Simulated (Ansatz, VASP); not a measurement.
# KZrF4 in VASP and in Ansatz

```
K Zr F
1.0
     3.95960   -3.99755    0.00000
     3.95960    3.99755    0.00000
     0.00000    0.00000    3.67488
K Zr F
1 1 4
Direct
  0.50000 0.50000 0.50000
  0.00000 0.00000 0.00000
  0.74522 0.74522 0.00000
  0.25478 0.25478 0.00000
  0.15231 0.84769 0.50000
  0.84769 0.15231 0.50000
```

Alike in both runs: task single point; functional PBE; k mesh 4 × 4 × 6; occupations gaussian, width 0.1 eV; collinear spin.

```csv
,VASP,Ansatz
version,VASP 6.6.1,Ansatz 0.2.0
potentials or method,"VASP PAW PBE potentials, release 64 (K_sv, Zr_sv, F), cutoff 520 eV","scalar-relativistic, plane waves, PAW"
valence electrons in the cell,49,49
```

|  | VASP | Ansatz | Ansatz less VASP |
| --- | --- | --- | --- |
| gap on the k mesh at the Fermi level (eV) | 0.57 | 0.56 | -0.007 |
| least direct gap on the mesh (eV) | 1.01 | 1.00 | -0.004 |
| pressure (GPa) | 0.2 | 0.1 | -0.06 |
| traceless stress, the component that is largest in VASP (GPa) | -0.36 | -0.19 | +0.171 |
| rms of the force components (eV/Å) | 0.084 | 0.064 | -0.0195 |
| net moment per atom (μB) | 0.17 | 0.17 | 0.000 |
| size of the moment on the site where the two differ most (μB) | 0.65 | 0.32 | -0.327 |

Site moments also hang on the region over which each program counts them. Atom by atom the forces differ by 0.021 eV/Å (rms over components).
